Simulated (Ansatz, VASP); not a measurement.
**One calculation of CoGe3, two programs**

```xyz
8
Lattice="3.9922 0.0000 3.9922 0.0000 3.9922 3.9922 0.0000 0.0000 7.9844" Properties=species:S:1:pos:R:3 pbc="T T T"
Ge    3.9922    1.9961    5.9883
Ge    1.9961    3.9922    5.9883
Ge    1.9961    1.9961    7.9844
Ge    3.9922    1.9961    9.9806
Ge    1.9961    3.9922    9.9806
Ge    1.9961    1.9961    3.9922
Co    3.9922    3.9922    7.9844
Co    3.9922    3.9922   11.9767
```

Alike in both runs: task single point; functional PBE; k mesh 10 × 10 × 5; occupations gaussian, width 0.1 eV; collinear spin.

```csv
,VASP,Ansatz
version,VASP 6.6.1,Ansatz 0.2.0
potentials or method,"VASP PAW PBE potentials, release 64 (Ge_d, Co), cutoff 520 eV","scalar-relativistic, plane waves, PAW"
valence electrons in the cell,102,118
```

Ansatz gave:

| Item | Value |
| --- | --- |
| gap on the k mesh at the Fermi level (eV) | none |
| pressure (GPa) | 0.5 |
| net moment per atom (μB) | 0.00 |
| size of the moment on the site where the two differ most (μB) | 0.67 |

Problem. Which values does VASP return?

Solution. gap on the k mesh at the Fermi level (eV): none; pressure (GPa): 0.5; net moment per atom (μB): 0.00; size of the moment on the site where the two differ most (μB): 0.58.

Site moments also hang on the region over which each program counts them. A gap of «none» marks a metal or a gap that the smearing closes. With one functional, cell and mesh, what is left measures potentials, basis and numerics. VASP's potentials hold 102 valence electrons a cell and Ansatz's 118, so a difference there can come from the potentials and not from the codes.
